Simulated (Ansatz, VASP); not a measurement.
# Two plane-wave programs on GaN

```xyz
4
Lattice="3.1800 0.0000 0.0000 -1.5900 2.7540 0.0000 0.0000 0.0000 5.1660" Properties=species:S:1:pos:R:3 pbc="T T T"
Ga    0.0000    1.8360    0.0000
Ga    1.5900    0.9180    2.5830
N     0.0000    1.8360    1.9373
N     1.5900    0.9180    4.5203
```

Alike in both runs: task relaxation of the atoms; functional LDA; k mesh 9 × 9 × 6; no spin polarisation.

|  | VASP | Ansatz |
| --- | --- | --- |
| version | VASP 6.6.1 | Ansatz 0.2.0 |
| potentials or method | VASP PAW LDA potentials, release 64 (Ga_d, N) | scalar-relativistic, plane waves, PAW |
| plane-wave cutoff (eV) | 520 | 420 |
| occupations | gaussian, width 0.01 eV | fixed |
| valence electrons in the cell | 36 | 36 |

VASP gave:

```
gap on the k mesh at the Fermi level, each at its own relaxed structure (eV) : 2.00
```

What did Ansatz give for the same quantities?

gap on the k mesh at the Fermi level, each at its own relaxed structure (eV): 1.99.

LDA's correlation is that of Perdew and Zunger in VASP and of Perdew and Wang (1992) in Ansatz. Ansatz's warnings: stress scf threshold loose.
